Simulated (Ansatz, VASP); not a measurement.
# Two plane-wave programs on Sb2Se3

```xyz
5
Lattice="4.0695 0.0000 0.0000 -2.0347 3.5243 0.0000 0.0000 0.0000 10.5348" Properties=species:S:1:pos:R:3 pbc="T T T"
Sb    0.0000    2.3495    1.8957
Sb    2.0347    1.1748    8.6391
Se    0.0000    0.0000    0.0000
Se    0.0000    2.3495    7.0860
Se    2.0347    1.1748    3.4488
```

Alike in both runs: functional PBE; k mesh 8 × 8 × 5; occupations fermi-dirac, width 0.03 eV; no spin polarisation.

Ansatz relaxed the structure, and its values are those at the end. VASP's run is a single point on that final structure, the one shown.

```csv
,VASP,Ansatz
version,VASP 6.6.1,Ansatz 0.2.0
potentials or method,"VASP PAW PBE potentials, release 64 (Sb, Se)","PAW with Ansatz's default frozen-core files, scalar-relativistic"
plane-wave cutoff (eV),520,420
valence electrons in the cell,28,78
```

```tsv
	VASP	Ansatz	Ansatz less VASP
pressure (GPa)	0.0	0.0	+0.04
rms of the force components (eV/Å)	0.010	0.000	-0.0095
```

VASP's potentials hold 28 valence electrons a cell and Ansatz's 78, so a difference there can come from the potentials and not from the codes.

Neither program's run includes spin-orbit coupling.
